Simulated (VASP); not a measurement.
Runs of VASP 6.6.1 on Cu. The structure is cubic, space group Fm-3m (No. 225). The conventional cell has a = 3.615 Å, b = 3.615 Å, c = 3.615 Å, α = 90.00°, β = 90.00°, γ = 90.00°. Within 3.4 Å of Cu (site symmetry m-3m) lie 12 Cu at 2.56 Å. 

```tsv
level	potentials or basis	k mesh	gap on the mesh (eV)	pressure (GPa)
r2SCAN	VASP PAW PBE potentials, release 64 (Cu)	8 × 8 × 8	none	(a)
PBEsol	VASP PAW PBE potentials, release 64 (Cu)	8 × 8 × 8	none	-5.7
PBEsol	VASP PAW PBE potentials, release 64 (Cu)	3 × 3 × 3	none	(b)
PBEsol	VASP PAW PBE potentials, release 64 (Cu)	4 × 4 × 4	none	-5.0
LDA	VASP PAW LDA potentials, release 64 (Cu)	8 × 8 × 8	none	-11.7
```

Alike in all rows: task electric field gradients; no spin polarisation; cell as given; cutoff (eV) 520; smearing fermi-dirac 0.05 eV.

Problem. Fill in the values left out.

Solution. (a) -4.1; (b) -4.7.

Caveats: some runs use coarse meshes; the PAW data sets were made with another functional, which shifts forces and pressure a little (at least some runs); the cell stands under tension (at least some runs).

A gap of «none» marks levels without a gap at the run's occupations.
